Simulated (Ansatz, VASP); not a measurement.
**One calculation of NaCl, two programs**

File INCAR:

```
ALGO = Normal
EDIFF = 1E-7
ENCUT = 520
GGA = PE
ISIF = 2
ISMEAR = 0
LASPH = T
LCHARG = F
LREAL = F
LWAVE = F
NBANDS = 14
NELM = 60
PREC = Accurate
SIGMA = 0.025
```

KPOINTS

```
k-points
0
Gamma
  8 8 8
```

File POSCAR:

```
NaCl
1.0
    3.5021900000      0.0000000000      0.0000000000
    0.0000000000      3.5021900000      0.0000000000
    0.0000000000      0.0000000000      3.5021900000
Cl Na
1 1
Direct
    0.5000000000      0.5000000000      0.5000000000
    0.0000000000      0.0000000000      0.0000000000
```

File input.yaml:

```yaml
crystal:
  lattice:
    - [3.50219, 0.0, 0.0]
    - [0.0, 3.50219, 0.0]
    - [0.0, 0.0, 3.50219]
  atoms:
    - { symbol: Cl, position: [0.5, 0.5, 0.5] }
    - { symbol: Na, position: [0.0, 0.0, 0.0] }
hamiltonian:
  xc: pbe
  pseudopotentials: { kind: paw }
kpoints:
  mp_grid: { grid: [8, 8, 8] }
scf:
  occupations: { method: gaussian, width: 0.025 }
output:
  forces: true
  stress: true
  eigenvalues: true
  write_density: true
  write_potential: true
  elf: true
  volumetric_format: npy
```

Alike in both runs: task single point; functional PBE; k mesh 8 × 8 × 8; occupations gaussian, width 0.025 eV; no spin polarisation.

|  | VASP | Ansatz |
| --- | --- | --- |
| version | VASP 6.6.1 | Ansatz 0.2.0 |
| potentials or method | VASP PAW PBE potentials, release 64 (Cl, Na_pv) | Ansatz PAW |
| plane-wave cutoff (eV) | 520 | 420 |
| valence electrons in the cell | 14 | 16 |

```tsv
	VASP	Ansatz	Ansatz less VASP
gap on the k mesh at the Fermi level (eV)	3.98	3.98	0.000
least direct gap on the mesh (eV)	4.47	4.47	0.000
pressure (GPa)	0.1	0.1	+0.05
```

With one functional, cell and mesh, what is left measures potentials, basis and numerics. VASP's potentials hold 14 valence electrons a cell and Ansatz's 16, so a difference there can come from the potentials and not from the codes.
